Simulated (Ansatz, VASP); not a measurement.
**Two plane-wave programs on Na2H3**

```xyz
5
Lattice="3.5434 0.0000 0.0000 0.0000 3.5434 0.0000 0.0000 0.0000 7.0843" Properties=species:S:1:pos:R:3 pbc="T T T"
Na    0.0000    0.0000    5.0553
Na    0.0000    0.0000    2.0289
H     1.7717    0.0000    3.5424
H     0.0000    1.7717    3.5419
H     0.0000    0.0000    0.0000
```

Change from the starting cell: ordered vacancies on the anion sites of rhenium trioxide (P-4m2, No. 115).

Alike in both runs: functional PBE; k mesh 10 × 10 × 6; occupations gaussian, width 0.1 eV; no spin polarisation.

Ansatz relaxed the structure, and its values are those at the end. VASP's run is a single point on that final structure, the one shown.

|  | VASP | Ansatz |
| --- | --- | --- |
| version | VASP 6.6.1 | Ansatz 0.2.0 |
| potentials or method | VASP PAW PBE potentials, release 64 (Na_pv, H), cutoff 520 eV | scalar-relativistic, plane waves, PAW |
| valence electrons in the cell | 17 | 21 |

|  | VASP | Ansatz | Ansatz less VASP |
| --- | --- | --- | --- |
| gap on the k mesh at the Fermi level (eV) | none | none | - |
| pressure (GPa) | -0.1 | 0.0 | +0.03 |

A gap of «none» marks a metal or a gap that the smearing closes. VASP's potentials hold 17 valence electrons a cell and Ansatz's 21, so a difference there can come from the potentials and not from the codes.
